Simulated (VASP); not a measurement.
# Ag (P6_3/mmc) in VASP: notebook, part 2 of 2

VASP 6.6.1. Earlier steps stand in the parts before.

## (3) Single point, PBE

File INCAR:

```
SYSTEM = Ag
PREC = Accurate
ENCUT = 500
EDIFF = 1E-6
ISMEAR = -1
SIGMA = 0.05
LREAL = .FALSE.
LASPH = .TRUE.
NELM = 120
ALGO = Normal
ISIF = 2
LWAVE = .FALSE.
LCHARG = .FALSE.
GGA = PE
NBANDS = 18
GGA_COMPAT = .FALSE.
```

File KPOINTS:

```
regular mesh
0
G
  16 16 9
  0 0 0
```

File POSCAR:

```
Ag
1.0
    2.9358262058      0.0000000000      0.0000000000
   -1.4679131029      2.5425000754      0.0000000000
    0.0000000000      0.0000000000      4.7909594166
Ag
2
Direct
    0.3333333333      0.6666666667      0.2500000000
    0.6666666667      0.3333333333      0.7500000000
```

Potentials or basis: VASP PAW PBE potentials, release 64 (Ag).

On the command line:

```sh
cat potpaw_PBE.64/Ag/POTCAR > POTCAR
mpirun -np 1 vasp_std > vasp.out
```

OUTCAR:

```text
SYSTEM = Ag
   PREC = Accurate
   ENCUT = 500
   EDIFF = 1E-6
   ISMEAR = -1
   LREAL = .FALSE.
   LASPH = .TRUE.
   NELM = 120
   ISIF = 2
   GGA = PE

 ion  position               nearest neighbor table
   1  0.333  0.667  0.250-   2 2.93   2 2.93   2 2.93   2 2.93   2 2.93   2 2.93
   2  0.667  0.333  0.750-   1 2.93   1 2.93   1 2.93   1 2.93   1 2.93   1 2.93

  LATTYP: Found a hexagonal cell.
 ALAT       =     2.9358262058
 C/A-ratio  =     1.6318947651

  Lattice vectors:

 A1 = (   2.9358262058,   0.0000000000,   0.0000000000)
 A2 = (  -1.4679131029,   2.5425000754,   0.0000000000)
 A3 = (   0.0000000000,   0.0000000000,   4.7909594166)

Analysis of symmetry for initial positions (statically):
=====================================================================
 Subroutine PRICEL returns:
 Original cell was already a primitive cell.

 Routine SETGRP: Setting up the symmetry group for a
 hexagonal supercell.

 Subroutine GETGRP returns: Found 24 space group operations
 (whereof 12 operations were pure point group operations)
 out of a pool of 24 trial point group operations.

The static configuration has the point symmetry D_3d.
 The point group associated with its full space group is D_6h.

Analysis of symmetry for dynamics (positions and initial velocities):
=====================================================================
 Subroutine PRICEL returns:
 Original cell was already a primitive cell.

 Routine SETGRP: Setting up the symmetry group for a
 hexagonal supercell.

 Subroutine GETGRP returns: Found 24 space group operations
 (whereof 12 operations were pure point group operations)
 out of a pool of 24 trial point group operations.

The dynamic configuration has the point symmetry D_3d.
 The point group associated with its full space group is D_6h.

 Subroutine INISYM returns: Found 24 space group operations
 (whereof 12 operations are pure point group operations),
 and found     1 'primitive' translations

----------------------------------------------------------------------------------------

                                     Primitive cell

  volume of cell :      35.7613

  direct lattice vectors                    reciprocal lattice vectors
     2.935826206  0.000000000  0.000000000     0.340619618  0.196656828  0.000000000
    -1.467913103  2.542500075  0.000000000     0.000000000  0.393313656  0.000000000
     0.000000000  0.000000000  4.790959417     0.000000000  0.000000000  0.208726460

  length of vectors
     2.935826206  2.935826206  4.790959417     0.393313656  0.393313656  0.208726460

  position of ions in fractional coordinates (direct lattice)
     0.333333333  0.666666667  0.250000000
     0.666666667  0.333333333  0.750000000

  ion indices of the primitive-cell ions
   primitive index   ion index
                 1           1
                 2           2

----------------------------------------------------------------------------------------

 KPOINTS: regular mesh

Automatic generation of k-mesh.
 Grid dimensions read from file:
 generate k-points for:   16   16    9

 Generating k-lattice:

  Cartesian coordinates                     Fractional coordinates (reciprocal lattice)
     0.021288726  0.012291052  0.000000000     0.062500000  0.000000000  0.000000000
     0.000000000  0.024582103  0.000000000     0.000000000  0.062500000  0.000000000
     0.000000000  0.000000000  0.023191829     0.000000000  0.000000000  0.111111111

  Length of vectors
     0.024582103  0.024582103  0.023191829

  Shift w.r.t. Gamma in fractional coordinates (k-lattice)
     0.000000000  0.000000000  0.000000000

 Subroutine IBZKPT returns following result:
 ===========================================

 Found    150 irreducible k-points:

 Following reciprocal coordinates:
            Coordinates               Weight
  0.000000  0.000000  0.000000      1.000000
  0.062500  0.000000  0.000000      6.000000
  0.125000  0.000000  0.000000      6.000000
  0.187500 -0.000000  0.000000      6.000000
  0.250000  0.000000  0.000000      6.000000
  0.312500  0.000000  0.000000      6.000000
[... 16 lines left out ...]
  0.187500  0.187500  0.000000      6.000000
  0.250000  0.187500  0.000000     12.000000
 [... further k-points ...]
   k-points           NKPTS =    150   k-points in BZ     NKDIM =    150   number of bands    NBANDS=     18
   number of dos      NEDOS =    301   number of ions     NIONS =      2
   total plane-waves  NPLWV =  20736
   dimension x,y,z NGX =    24 NGY =   24 NGZ =   36
   dimension x,y,z NGXF=    48 NGYF=   48 NGZF=   72
   ions per type =               2
   NGX,Y,Z   is equivalent  to a cutoff of  13.59, 13.59, 12.49 a.u.
   NGXF,Y,Z  is equivalent  to a cutoff of  27.18, 27.18, 24.98 a.u.
 SYSTEM =  Ag
   PREC   = accura    normal or accurate (medium, high low for compatibility)
   ISTART =      0    job   : 0-new  1-cont  2-samecut
   ICHARG =      2    charge: 1-file 2-atom 10-const
   ISPIN  =      1    spin polarized calculation?
   LNONCOLLINEAR =      F non collinear calculations
   LSORBIT =      F    spin-orbit coupling
   LASPH  =      T    aspherical Exc in radial PAW
   ENCUT  =  500.0 eV  36.75 Ry    6.06 a.u.   5.35  5.35  8.74*2*pi/ulx,y,z
   NELM   =    120;   NELMIN=  2; NELMDL= -5     # of ELM steps
   EDIFF  = 0.1E-05   stopping-criterion for ELM
   LREAL  =      F    real-space projection
   EDIFFG = 0.1E-04   stopping-criterion for IOM
   NSW    =      0    number of steps for IOM
   IBRION =     -1    ionic relax: 0-MD 1-quasi-New 2-CG
   NFREE  =      0    steps in history (QN), initial steepest desc. (CG)
   ISIF   =      2    stress and relaxation
   ISYM   =      2    0-nonsym 1-usesym 2-fastsym
   POTIM  = 0.5000    time-step for ionic-motion
   TEBEG  =    0.0;   TEEND  =   0.0 temperature during run
   PSTRESS=    0.0 pullay stress
   NELECT =      22.0000    total number of electrons
   NUPDOWN=      -1.0000    fix difference up-down
   EMIN   =  10.00;   EMAX   =-10.00  energy-range for DOS
   EFERMI =   0.00;   METHOD = LEGACY
   ISMEAR =    -1;   SIGMA  =   0.05  broadening in eV -4-tet -1-fermi 0-gaus
   EFERMI_NEDOS =   21; number of points for ismear=-14 and -15
   IALGO  =     38    algorithm
   IMIX   =      4    mixing-type and parameters
     AMIX     =   0.40;   BMIX     =  1.00
     AMIX_MAG =   1.60;   BMIX_MAG =  1.00
  volume/ion in A,a.u.               =      17.88       120.66
  Fermi-wavevector in a.u.,A,eV,Ry     =   1.392337  2.631136 26.376297  1.938603
  Thomas-Fermi vector in A             =   2.516090
   LORBIT       =      0    0 simple, 1 ext, 2 COOP (PROOUT), +10 PAW based schemes
   GGA     = PE    functional components
   LHFCALC =     F    Hartree Fock is set to
   AEXX    =    0.0000 exact exchange contribution
   IVDW    =     0    specifies the selected vdW correction
   LEPSILON=     F    determine dielectric tensor
   LRPA    =     F    only Hartree local field effects (RPA)
 non-spin polarized calculation
  energy-cutoff  :      500.00
  volume of cell :       35.76
 maximum number of plane-waves:       927
 NGX is ok and might be reduce to    24
   NGX = 11   NGY = 11   NGZ = 17

 number of electron      22.0000005 magnetization

 Free energy of the ion-electron system (eV)
  ---------------------------------------------------
  ext. energy  EPLUGINS =         0.00000000
  ---------------------------------------------------
  free energy    TOTEN  =        -5.43039439 eV

  energy without entropy =       -5.42514244  energy(sigma->0) =       -5.42776841

 E-fermi :   7.8143     XC(G=0): -11.9270

 val. band max:        7.8124369965   @ k =   0.3125   0.1875   0.3333
 cond. band min:       7.8237571784   @ k =   0.0625   0.0000   0.0000
 fundamental gap:      0.0113201818
 Fermi energy:         7.8142573239

 k-point     1 :       0.0000    0.0000    0.0000
  band No.  band energies     occupation
      1       0.3618      2.00000
      2       1.6790      2.00000
      3       3.1463      2.00000
      4       3.2327      2.00000
      5       3.2327      2.00000
      6       3.4516      2.00000
[... 10 lines left out ...]
     17      25.4933      0.00000
     18      25.4933      0.00000
[... 463 lines left out ...]
 k-point    24 :       0.2500    0.1875    0.0000
  band No.  band energies     occupation
      1       2.3155      2.00000
      2       2.3403      2.00000
      3       2.4252      2.00000
      4       2.9867      2.00000
      5       3.0841      2.00000
      6       3.5211      2.00000
[... 10 lines left out ...]
     17      20.9633      0.00000
     18      21.9063      0.00000

 [... further k-points ...]

------------------------ aborting loop because EDIFF is reached ----------------------------------------

  FORCE on cell =-STRESS in cart. coord.  units (eV):
  Direction    XX          YY          ZZ          XY          YZ          ZX
  --------------------------------------------------------------------------------------
  -------------------------------------------------------------------------------------
  Total       -0.0156240     -0.0156240     -0.0169378      0.0000000      0.0000000      0.0000000
  in kB       -0.6999844     -0.6999844     -0.7588441      0.0000000      0.0000000      0.0000000
  external PRESSURE =      -0.7196043 kB  Pullay stress =       0.0000000 kB

 VOLUME and BASIS-vectors are now :
 -----------------------------------------------------------------------------
  energy-cutoff  :      500.00
  volume of cell :       35.76
      direct lattice vectors                 reciprocal lattice vectors
     2.935826206  0.000000000  0.000000000     0.340619618  0.196656828  0.000000000
    -1.467913103  2.542500075  0.000000000     0.000000000  0.393313656  0.000000000
     0.000000000  0.000000000  4.790959417     0.000000000  0.000000000  0.208726460

 POSITION                                       TOTAL-FORCE (eV/Angst)
 -----------------------------------------------------------------------------------
     -0.00000      1.69500      1.19774        -0.000000     -0.000000      0.000000
      1.46791      0.84750      3.59322         0.000000      0.000000      0.000000
 -----------------------------------------------------------------------------------
    total drift:                               -0.000000      0.000000     -0.000000

  FREE ENERGIE OF THE ION-ELECTRON SYSTEM (eV)
  ---------------------------------------------------
  free  energy   TOTEN  =        -5.4303943870 eV

  energy  without entropy=       -5.4251424405  energy(sigma->0) =       -5.42776841
```

OSZICAR:

```text
N       E                     dE             d eps       ncg     rms          rms(c)
DAV:   1     0.122666317206E+03    0.12267E+03   -0.11518E+04  5416   0.117E+03
DAV:   2    -0.390471666079E+01   -0.12657E+03   -0.12006E+03  5606   0.262E+02
DAV:   3    -0.589895509141E+01   -0.19942E+01   -0.19875E+01  6192   0.370E+01
DAV:   4    -0.590512952906E+01   -0.61744E-02   -0.61739E-02  5894   0.205E+00
DAV:   5    -0.590518258902E+01   -0.53060E-04   -0.53060E-04  6024   0.203E-01    0.653E+00
DAV:   6    -0.544789861773E+01    0.45728E+00   -0.11565E+00  5606   0.114E+01    0.433E+00
DAV:   7    -0.543522253006E+01    0.12676E-01   -0.13755E-02  5876   0.108E+00    0.248E+00
DAV:   8    -0.543036952013E+01    0.48530E-02   -0.11204E-03  5664   0.275E-01    0.107E-01
DAV:   9    -0.543038272938E+01   -0.13209E-04   -0.17572E-05  6206   0.310E-02    0.392E-02
DAV:  10    -0.543039480262E+01   -0.12073E-04   -0.81137E-06  5942   0.262E-02    0.332E-03
DAV:  11    -0.543039438698E+01    0.41564E-06   -0.83002E-08  3108   0.260E-03
   1 F= -.54303944E+01 E0= -.54277684E+01  d E =-.525195E-02
```

Wall time 82 s (1 thread of Intel Xeon 8259CL, shared host); peak memory 0.21 GiB.

Results:

- Free energy: -5.4304 eV
- Pressure: -0.1 GPa
- Band gap on the k mesh: zero (bands 11 and 12 overlap by 6.56 eV)

## (4) Relaxation of cell and atoms, PBE

File INCAR:

```
  PREC = Accurate
  ENCUT = 500
  EDIFF = 1E-7
  ISMEAR = -1
  SIGMA = 0.05
  LREAL = F
  LASPH = T
  NELM = 120
  ALGO = Normal
  ISIF = 3
  LWAVE = F
  LCHARG = F
  GGA = PE
  IBRION = 2
  NSW = 45
  EDIFFG = -0.005
  GGA_COMPAT = F
  NELMIN = 4
```

File KPOINTS:

```
Automatic mesh
0
Gamma
  16 16 9
```

POSCAR is that of step 3.

On the command line:

```sh
cat potpaw_PBE.64/Ag/POTCAR > POTCAR
mpirun -np 1 vasp_std > vasp.out
```

It took 1.7 min on 1 thread of Intel Xeon 8259CL, shared host; peak memory 0.21 GiB.

It converged, with:

| Item | Value |
| --- | --- |
| Free energy | -5.4304 eV |
| Relaxed volume | 17.86 Å³/atom |
| Relaxed cell | a = 2.935 Å, b = 2.935 Å, c = 4.789 Å, α = 90.00°, β = 90.00°, γ = 120.00° |
| Space group after relaxing (to 0.1 Å) | P6_3/mmc (No. 194) |
| Energy gained by relaxing | 0.0 meV/atom |
| Ionic steps | 2 |
| Pressure after relaxing | 0.0 GPa |
| Band gap on the k mesh | zero (bands 11 and 12 overlap by 6.56 eV) |

Final structure:
```yaml
crystal:
  lattice:
    - [2.93479, 0.00000, 0.00000]
    - [-1.46739, 2.54160, 0.00000]
    - [0.00000, 0.00000, 4.78910]
  atoms:
    - { symbol: Ag, position: [0.33333, 0.66667, 0.25000] }
    - { symbol: Ag, position: [0.66667, 0.33333, 0.75000] }
```

Levels at points of the mesh, in eV from the Fermi level:
```csv
k point,band 8,band 9,band 10,band 11,band 12,band 13,band 14,band 15
"(0.00, 0.00, 0.00)",-4.05,-4.05,-3.11,-3.11,-0.29,3.33,15.49,17.38
"(0.50, 0.00, 0.00)",-2.99,-2.94,-2.86,0.09,1.41,6.67,6.93,8.97
```
